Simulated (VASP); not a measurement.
# Re in VASP: notebook

Runs on Re. Level: r2SCAN. Tasks: single point.

All numbers are computed with VASP 6.6.1; they aren't measurements. Logs are shortened: lines on timing, memory, paths and dates and some standing lists are left out, and cuts for length are marked.

## (1) The cell of the first run

The structure is cubic, space group Fm-3m (No. 225). Conventional cell: a = 4.049 Å, b = 4.049 Å, c = 4.049 Å, α = 90.00°, β = 90.00°, γ = 90.00°. Re (site symmetry m-3m) has 12 Re at 2.86 Å within 3.8 Å.

This isn't the form of Re at room conditions, which is hcp.

## (2) Single point, r2SCAN (strain +0.025 along x and y, +0.025 along z)

POSCAR reads:

```
Re
1.0
    0.0000000000      2.0243750000      2.0243750000
    2.0243750000      0.0000000000      2.0243750000
    2.0243750000      2.0243750000      0.0000000000
Re
1
Direct
    0.0000000000      0.0000000000      0.0000000000
```

INCAR.step1 reads:

```
ALGO = Normal
EDIFF = 1E-4
ENCUT = 520
GGA = PE
ISMEAR = 0
LASPH = T
LCHARG = F
LREAL = F
LWAVE = T
NBANDS = 10
NELM = 100
PREC = Accurate
SIGMA = 0.15
```

INCAR.step2 reads:

```
ALGO = Normal
EDIFF = 1E-6
ENCUT = 520
ISIF = 2
ISMEAR = 0
ISTART = 1
LASPH = T
LCHARG = F
LMIXTAU = T
LREAL = F
LWAVE = F
METAGGA = R2SCAN
NBANDS = 10
NELM = 100
PREC = Accurate
SIGMA = 0.15
```

KPOINTS reads:

```
k-points
0
Gamma
  20 20 20
```

Potentials or basis: VASP PAW PBE potentials, release 64 (Re).

Started as:

```
$ cat potpaw_PBE.64/Re/POTCAR > POTCAR
$ cp INCAR.step1 INCAR
$ mpirun -np 1 vasp_std > vasp.out
$ cp INCAR.step2 INCAR
$ mpirun -np 1 vasp_std > vasp.out
```

OUTCAR:

```text
EDIFF = 1E-6
   ENCUT = 520
   ISIF = 2
   ISMEAR = 0
   ISTART = 1
   LASPH = T
   LREAL = F
   METAGGA = R2SCAN
   NELM = 100
   PREC = Accurate

 ion  position               nearest neighbor table
   1  0.000  0.000  0.000-

  LATTYP: Found a face centered cubic cell.
 ALAT       =     4.0487500000

  Lattice vectors:

 A1 = (   0.0000000000,   2.0243750000,   2.0243750000)
 A2 = (   2.0243750000,   0.0000000000,   2.0243750000)
 A3 = (   2.0243750000,   2.0243750000,   0.0000000000)

Analysis of symmetry for initial positions (statically):
=====================================================================
 Subroutine PRICEL returns:
 Original cell was already a primitive cell.

 Routine SETGRP: Setting up the symmetry group for a
 face centered cubic supercell.

 Subroutine GETGRP returns: Found 48 space group operations
 (whereof 48 operations were pure point group operations)
 out of a pool of 48 trial point group operations.

The static configuration has the point symmetry O_h .

Analysis of symmetry for dynamics (positions and initial velocities):
=====================================================================
 Subroutine PRICEL returns:
 Original cell was already a primitive cell.

 Routine SETGRP: Setting up the symmetry group for a
 face centered cubic supercell.

 Subroutine GETGRP returns: Found 48 space group operations
 (whereof 48 operations were pure point group operations)
 out of a pool of 48 trial point group operations.

The dynamic configuration has the point symmetry O_h .

 Subroutine INISYM returns: Found 48 space group operations
 (whereof 48 operations are pure point group operations),
 and found     1 'primitive' translations

----------------------------------------------------------------------------------------

                                     Primitive cell

  volume of cell :      16.5922

  direct lattice vectors                    reciprocal lattice vectors
     0.000000000  2.024375000  2.024375000    -0.246989812  0.246989812  0.246989812
     2.024375000  0.000000000  2.024375000     0.246989812 -0.246989812  0.246989812
     2.024375000  2.024375000  0.000000000     0.246989812  0.246989812 -0.246989812

  length of vectors
     2.862898580  2.862898580  2.862898580     0.427798903  0.427798903  0.427798903

  position of ions in fractional coordinates (direct lattice)
     0.000000000  0.000000000  0.000000000

  ion indices of the primitive-cell ions
   primitive index   ion index
                 1           1

----------------------------------------------------------------------------------------

 KPOINTS: k-points

Automatic generation of k-mesh.
 Grid dimensions read from file:
 generate k-points for:   20   20   20

 Generating k-lattice:

  Cartesian coordinates                     Fractional coordinates (reciprocal lattice)
    -0.012349491  0.012349491  0.012349491     0.050000000  0.000000000  0.000000000
     0.012349491 -0.012349491  0.012349491     0.000000000  0.050000000  0.000000000
     0.012349491  0.012349491 -0.012349491     0.000000000  0.000000000  0.050000000

  Length of vectors
     0.021389945  0.021389945  0.021389945

  Shift w.r.t. Gamma in fractional coordinates (k-lattice)
     0.000000000  0.000000000  0.000000000

 Subroutine IBZKPT returns following result:
 ===========================================

 Found    256 irreducible k-points:

 Following reciprocal coordinates:
            Coordinates               Weight
  0.000000  0.000000  0.000000      1.000000
  0.050000  0.000000  0.000000      8.000000
  0.100000  0.000000  0.000000      8.000000
  0.150000  0.000000  0.000000      8.000000
  0.200000  0.000000  0.000000      8.000000
  0.250000  0.000000  0.000000      8.000000
[... 16 lines left out ...]
 -0.400000  0.050000  0.000000     24.000000
 -0.350000  0.050000  0.000000     24.000000
 [... further k-points ...]
   k-points           NKPTS =    256   k-points in BZ     NKDIM =    256   number of bands    NBANDS=     10
   number of dos      NEDOS =    301   number of ions     NIONS =      1
   total plane-waves  NPLWV =  13824
   dimension x,y,z NGX =    24 NGY =   24 NGZ =   24
   dimension x,y,z NGXF=    48 NGYF=   48 NGZF=   48
   ions per type =               1
   NGX,Y,Z   is equivalent  to a cutoff of  13.94, 13.94, 13.94 a.u.
   NGXF,Y,Z  is equivalent  to a cutoff of  27.87, 27.87, 27.87 a.u.
 SYSTEM =  unknown system
   PREC   = accura    normal or accurate (medium, high low for compatibility)
   ISTART =      1    job   : 0-new  1-cont  2-samecut
   ICHARG =      0    charge: 1-file 2-atom 10-const
   ISPIN  =      1    spin polarized calculation?
   LNONCOLLINEAR =      F non collinear calculations
   LSORBIT =      F    spin-orbit coupling
   LASPH  =      T    aspherical Exc in radial PAW
   ENCUT  =  520.0 eV  38.22 Ry    6.18 a.u.   5.32  5.32  5.32*2*pi/ulx,y,z
   NELM   =    100;   NELMIN=  2; NELMDL=  0     # of ELM steps
   EDIFF  = 0.1E-05   stopping-criterion for ELM
   LREAL  =      F    real-space projection
   EDIFFG = 0.1E-04   stopping-criterion for IOM
   NSW    =      0    number of steps for IOM
   IBRION =     -1    ionic relax: 0-MD 1-quasi-New 2-CG
   NFREE  =      0    steps in history (QN), initial steepest desc. (CG)
   ISIF   =      2    stress and relaxation
   ISYM   =      2    0-nonsym 1-usesym 2-fastsym
   POTIM  = 0.5000    time-step for ionic-motion
   TEBEG  =    0.0;   TEEND  =   0.0 temperature during run
   PSTRESS=    0.0 pullay stress
   NELECT =       7.0000    total number of electrons
   NUPDOWN=      -1.0000    fix difference up-down
   EMIN   =  10.00;   EMAX   =-10.00  energy-range for DOS
   EFERMI =   0.00;   METHOD = LEGACY
   ISMEAR =     0;   SIGMA  =   0.15  broadening in eV -4-tet -1-fermi 0-gaus
   EFERMI_NEDOS =   21; number of points for ismear=-14 and -15
   IALGO  =     38    algorithm
   IMIX   =      4    mixing-type and parameters
     AMIX     =   0.40;   BMIX     =  1.00
     AMIX_MAG =   1.60;   BMIX_MAG =  1.00
  volume/ion in A,a.u.               =      16.59       111.97
  Fermi-wavevector in a.u.,A,eV,Ry     =   1.227835  2.320271 20.511843  1.507578
  Thomas-Fermi vector in A             =   2.362783
   LORBIT       =      0    0 simple, 1 ext, 2 COOP (PROOUT), +10 PAW based schemes
   METAGGA = R2SCAN    functional components
   LHFCALC =     F    Hartree Fock is set to
   AEXX    =    0.0000 exact exchange contribution
   IVDW    =     0    specifies the selected vdW correction
   LEPSILON=     F    determine dielectric tensor
   LRPA    =     F    only Hartree local field effects (RPA)
 non-spin polarized calculation
 Gauss-broadening in eV      SIGMA  =   0.15
  energy-cutoff  :      520.00
  volume of cell :       16.59
 maximum number of plane-waves:       460
 NGX is ok and might be reduce to    24
   NGX = 11   NGY = 11   NGZ = 11

 number of electron       7.0000000 magnetization

 Free energy of the ion-electron system (eV)
  ---------------------------------------------------
  ext. energy  EPLUGINS =         0.00000000
  ---------------------------------------------------
  free energy    TOTEN  =       -52.16940457 eV

  energy without entropy =      -52.15967612  energy(sigma->0) =      -52.16454034

 E-fermi :   6.5709     XC(G=0): -14.2569

 val. band max:        6.5634424914   @ k =  -0.2000   0.2500   0.1000
 cond. band min:       6.5755596278   @ k =  -0.3500   0.3000   0.1500
 fundamental gap:      0.0121171364
 Fermi energy:         6.5709155794

 k-point     1 :       0.0000    0.0000    0.0000
  band No.  band energies     occupation
      1      -3.2363      2.00000
      2       4.8340      2.00000
      3       4.8340      2.00000
      4       4.8340      2.00000
      5       7.6877      0.00000
      6       7.6877      0.00000
      7      20.9328      0.00000
      8      26.3458      0.00000
      9      26.3458      0.00000
     10      26.3458      0.00000

 k-point     2 :       0.0500    0.0000    0.0000
  band No.  band energies     occupation
      1      -3.1294      2.00000
      2       4.7630      2.00000
      3       4.8832      2.00000
      4       4.8832      2.00000
      5       7.6511      0.00000
      6       7.6511      0.00000
      7      21.1343      0.00000
      8      25.7141      0.00000
      9      26.5316      0.00000
     10      26.5316      0.00000

 k-point     3 :       0.1000    0.0000    0.0000
  band No.  band energies     occupation
      1      -2.8163      2.00000
      2       4.5721      2.00000
      3       5.0159      2.00000
      4       5.0159      2.00000
      5       7.5637      0.00000
      6       7.5637      0.00000
      7      21.6969      0.00000
      8      24.4751      0.00000
      9      27.0746      0.00000
     10      27.0746      0.00000

 k-point     4 :       0.1500    0.0000    0.0000
  band No.  band energies     occupation
      1      -2.3226      2.00000
      2       4.3221      2.00000
      3       5.1828      2.00000
      4       5.1828      2.00000
      5       7.4940      0.00000
      6       7.4940      0.00000
      7      22.4152      0.00000
      8      23.2522      0.00000
      9      27.9329      0.00000
     10      27.9329      0.00000
[... 222 lines left out ...]
 k-point    22 :      -0.4500    0.0500    0.0000
  band No.  band energies     occupation
      1       0.2777      2.00000
      2       4.6346      2.00000
      3       4.8110      2.00000
      4       6.1683      1.99985
      5       9.6428      0.00000
      6      10.1131      0.00000
      7      15.4584      0.00000
      8      20.6917      0.00000
      9      25.9934      0.00000
     10      26.5084      0.00000

 k-point    23 :      -0.4000    0.0500    0.0000
  band No.  band energies     occupation
      1       0.2384      2.00000
      2       4.7279      2.00000
      3       4.8798      2.00000
      4       5.5797      2.00000
      5       9.2295      0.00000
      6       9.8763      0.00000
      7      16.3778      0.00000
      8      21.0539      0.00000
      9      26.3578      0.00000
     10      27.4072      0.00000

 k-point    24 :      -0.3500    0.0500    0.0000
  band No.  band energies     occupation
      1       0.1067      2.00000
      2       4.8152      2.00000
      3       4.8884      2.00000
      4       5.0087      2.00000
      5       8.6738      0.00000
      6       9.4372      0.00000
      7      17.6733      0.00000
      8      21.7509      0.00000
      9      27.1553      0.00000
     10      28.7590      0.00000

 [... further k-points ...]

------------------------ aborting loop because EDIFF is reached ----------------------------------------

  FORCE on cell =-STRESS in cart. coord.  units (eV):
  Direction    XX          YY          ZZ          XY          YZ          ZX
  --------------------------------------------------------------------------------------
  -------------------------------------------------------------------------------------
  Total       -3.6908176     -3.6908176     -3.6908176      0.0000000      0.0000000      0.0000000
  in kB     -356.3939073   -356.3939073   -356.3939073      0.0000000      0.0000000      0.0000000
  external PRESSURE =    -356.3939073 kB  Pullay stress =       0.0000000 kB

 VOLUME and BASIS-vectors are now :
 -----------------------------------------------------------------------------
  energy-cutoff  :      520.00
  volume of cell :       16.59
      direct lattice vectors                 reciprocal lattice vectors
     0.000000000  2.024375000  2.024375000    -0.246989812  0.246989812  0.246989812
     2.024375000  0.000000000  2.024375000     0.246989812 -0.246989812  0.246989812
     2.024375000  2.024375000  0.000000000     0.246989812  0.246989812 -0.246989812

 POSITION                                       TOTAL-FORCE (eV/Angst)
 -----------------------------------------------------------------------------------
      0.00000      0.00000      0.00000         0.000000      0.000000      0.000000
 -----------------------------------------------------------------------------------
    total drift:                                0.000000      0.000000      0.000000

  FREE ENERGIE OF THE ION-ELECTRON SYSTEM (eV)
  ---------------------------------------------------
  free  energy   TOTEN  =       -52.1694045709 eV

  energy  without entropy=      -52.1596761153  energy(sigma->0) =      -52.16454034
```

Run time: 2 min. Hardware: 1 thread of Intel Xeon Platinum 8259CL at 2.50GHz (Skylake/Cascade Lake), shared host; peak memory 0.18 GiB.

Results:

```yaml
Free_energy: -52.1694 eV
Pressure: -35.6 GPa
Band_gap_on_the_k_mesh: zero (an odd number of electrons rules out a gap without spin polarisation)
```

Levels at points of the mesh, in eV from the Fermi level:
```tsv
k point	band 2	band 3	band 4	band 5	band 6	band 7
(0.00, 0.00, 0.00)	-1.74	-1.74	-1.74	1.12	1.12	14.36
(0.50, 0.00, 0.00)	-1.85	-1.85	-0.07	3.25	3.25	8.74
(0.50, 0.50, 0.00)	-5.36	2.33	3.25	3.83	3.83	11.62
```

Caveat: the cell differs from its parent crystal (strain +0.025 along x and y, +0.025 along z); the cell stands under tension; the PAW data sets were made with another functional, which shifts forces and pressure a little; spin-orbit coupling is left out, which moves the levels of the heavy elements.

## (3) Single point, r2SCAN (strain -0.050 along x and y, +0.000 along z)

POSCAR reads:

```
Re
1.0
    0.0000000000      1.8762500000      1.9750000000
    1.8762500000      0.0000000000      1.9750000000
    1.8762500000      1.8762500000      0.0000000000
Re
1
Direct
    0.0000000000      0.0000000000      0.0000000000
```

INCAR.step1 reads:

```
SYSTEM = Re
  PREC = Accurate
  ENCUT = 520
  ISMEAR = 0
  SIGMA = 0.15
  LREAL = .FALSE.
  LASPH = .TRUE.
  NELM = 100
  NBANDS = 10
  GGA = PE
  ALGO = Normal
  EDIFF = 1E-4
  LWAVE = .TRUE.
  LCHARG = .FALSE.
```

INCAR.step2 reads:

```
SYSTEM = Re
  PREC = Accurate
  ENCUT = 520
  EDIFF = 1E-7
  ISMEAR = 0
  SIGMA = 0.15
  LREAL = .FALSE.
  LASPH = .TRUE.
  NELM = 100
  ALGO = Normal
  ISIF = 2
  LWAVE = .FALSE.
  LCHARG = .FALSE.
  METAGGA = R2SCAN
  LMIXTAU = .TRUE.
  NBANDS = 10
  ISTART = 1
```

KPOINTS reads:

```
Automatic mesh
0
G
  20 20 20
  0 0 0
```

Potentials or basis: VASP PAW PBE potentials, release 64 (Re).

Started as:

```
$ cat potpaw_PBE.64/Re/POTCAR > POTCAR
$ cp INCAR.step1 INCAR
$ mpirun -np 1 vasp_std > vasp.out
$ cp INCAR.step2 INCAR
$ mpirun -np 1 vasp_std > vasp.out
```

Wall time 5.6 min (1 thread of Intel Xeon Platinum 8259CL at 2.50GHz (Skylake/Cascade Lake), shared host); peak memory 0.21 GiB.

The run converged. Its results:

```yaml
Free_energy: -52.3030 eV
Pressure: 26.9 GPa
Band_gap_on_the_k_mesh: zero (an odd number of electrons rules out a gap without spin polarisation)
```

Stress tensor (GPa, compression positive):
```
33.11  0.00  0.00
 0.00 33.11  0.00
 0.00  0.00 14.43
```

Levels at points of the mesh, in eV from the Fermi level:
```csv
k point,band 1,band 2,band 3,band 4,band 5,band 6,band 7
"(0.00, 0.00, 0.00)",-11.09,-2.80,-1.93,-1.93,0.82,2.04,14.56
"(0.50, 0.00, 0.00)",-7.72,-2.87,-1.97,0.19,4.04,4.49,11.37
"(0.50, 0.50, 0.00)",-7.74,-6.77,2.30,4.37,5.04,5.04,13.90
"(0.50, 0.00, 0.50)",-7.71,-6.84,3.50,4.18,4.60,5.54,12.60
```

Caveat: the cell differs from its parent crystal (strain -0.050 along x and y, +0.000 along z); the cell stands under pressure; the PAW data sets were made with another functional, which shifts forces and pressure a little; spin-orbit coupling is left out, which moves the levels of the heavy elements.

(Continued in part 2 of 2.)
